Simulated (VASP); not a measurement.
Wanted: the native input for a VASP 6.6.1 run.

- Task: single point
- Functional: PBE
- Potentials or basis: VASP PAW PBE potentials, release 64 (Si, Sn_d)
- Cutoff: 500 eV
- k mesh: 4 × 4 × 7
- Occupations: gaussian, width 0.2 eV
- Spin: no spin polarisation
- Dipole correction: no
- Further INCAR settings: ALGO = Normal; EDIFF = 1e-06; NBANDS = 18

The structure of Si2Sn lies in POSCAR:

```
Si2Sn
1.0
    2.4516823541     -4.7368109446      0.0000000000
    2.4516823541      4.7368109446      0.0000000000
    0.0000000000      0.0000000000      2.8738458160
Si Sn
2 1
Direct
    0.5000000000      0.0000000000      0.0000000000
    0.0000000000      0.5000000000      0.0000000000
    0.5000000000      0.5000000000      0.5000000000
```

The cell was built from a structure type or drawn by symmetry, and may not be a known phase.

The input as run:

INCAR

```
SYSTEM = Si2Sn
PREC = Accurate ; ENCUT = 500
EDIFF = 1E-6 ; ISMEAR = 0
SIGMA = 0.2 ; LREAL = .False.
LASPH = .True. ; NELM = 120
ALGO = Normal ; ISIF = 2
LWAVE = .False. ; LCHARG = .True.
GGA = PE ; LELF = .True.
LVHAR = .True. ; NBANDS = 18
GGA_COMPAT = .False.
```

KPOINTS

```
regular mesh
0
Gamma
  4 4 7
  0 0 0
```

Potentials or basis: VASP PAW PBE potentials, release 64 (Si, Sn_d).

Command:

```console
$ cat potpaw_PBE.64/Si/POTCAR potpaw_PBE.64/Sn_d/POTCAR > POTCAR
$ mpirun -np 1 vasp_std > vasp.out
```

It gave:

The pressure is 0.2 GPa. The band gap on the k mesh is zero (bands 11 and 12 overlap by 2.61 eV).

Caveat: the k points lie up to 0.36 Å⁻¹ apart, too coarse for converged energies and pressures of a metal; spin-orbit coupling is left out, which moves the levels of the heavy elements.

Wall time 20 s on 1 thread of AMD EPYC 9R45 96-Core Processor (Zen 5), on a shared host, peak memory 0.16 GiB.
